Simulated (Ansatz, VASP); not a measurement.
## Pb: VASP beside Ansatz

```xyz
1
Lattice="0.0000 2.5076 2.5076 2.5076 0.0000 2.5076 2.5076 2.5076 0.0000" Properties=species:S:1:pos:R:3 pbc="T T T"
Pb    0.0000    0.0000    0.0000
```

Alike in both runs: task single point; functional r2SCAN; dispersion rVV10; k mesh 9 × 9 × 9; occupations fermi-dirac, width 0.05 eV; no spin polarisation.

|  | VASP | Ansatz |
| --- | --- | --- |
| version | VASP 6.6.1 | Ansatz 0.2.0 |
| potentials or method | VASP PAW PBE potentials, release 64 (Pb_d) | Ansatz PAW |
| plane-wave cutoff (eV) | 520 | 500 |
| valence electrons in the cell | 14 | 14 |

Ansatz gave:

| Property | Result |
| --- | --- |
| gap on the k mesh at the Fermi level (eV) | none |
| pressure (GPa) | -1.7 |

Question: What did VASP give for the same quantities?

Answer: gap on the k mesh at the Fermi level (eV): none; pressure (GPa): -1.6.

VASP's potentials were made for PBE, not for r2SCAN. A gap of «none» marks a metal or a gap that the smearing closes.

Spin-orbit coupling is off throughout.
